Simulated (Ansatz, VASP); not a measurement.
**Al: VASP beside Ansatz**

```xyz
2
Lattice="2.8125 0.0000 0.0000 -1.4062 2.4357 0.0000 0.0000 0.0000 4.8669" Properties=species:S:1:pos:R:3 pbc="T T T"
Al    1.4062    0.8119    3.6501
Al    0.0000    1.6238    1.2167
```

Alike in both runs: task single point; functional PBE; k mesh 6 × 6 × 4; occupations gaussian, width 0.1 eV; no spin polarisation.

|  | VASP | Ansatz |
| --- | --- | --- |
| version | VASP 6.6.1 | Ansatz 0.2.0 |
| potentials or method | VASP PAW PBE potentials, release 64 (Al), cutoff 500 eV | scalar-relativistic, plane waves, PAW |
| valence electrons in the cell | 6 | 6 |

|  | VASP | Ansatz | Ansatz less VASP |
| --- | --- | --- | --- |
| gap on the k mesh at the Fermi level (eV) | none | none | - |
| pressure (GPa) | 0.8 | 0.8 | +0.03 |
| traceless stress, the component that is largest in VASP (GPa) | -1.87 | -1.88 | -0.008 |

A gap of «none» marks a metal or a gap that the smearing closes. With one functional, cell and mesh, what is left measures potentials, basis and numerics.

The k mesh is coarse, so the values compare programs but aren't converged.
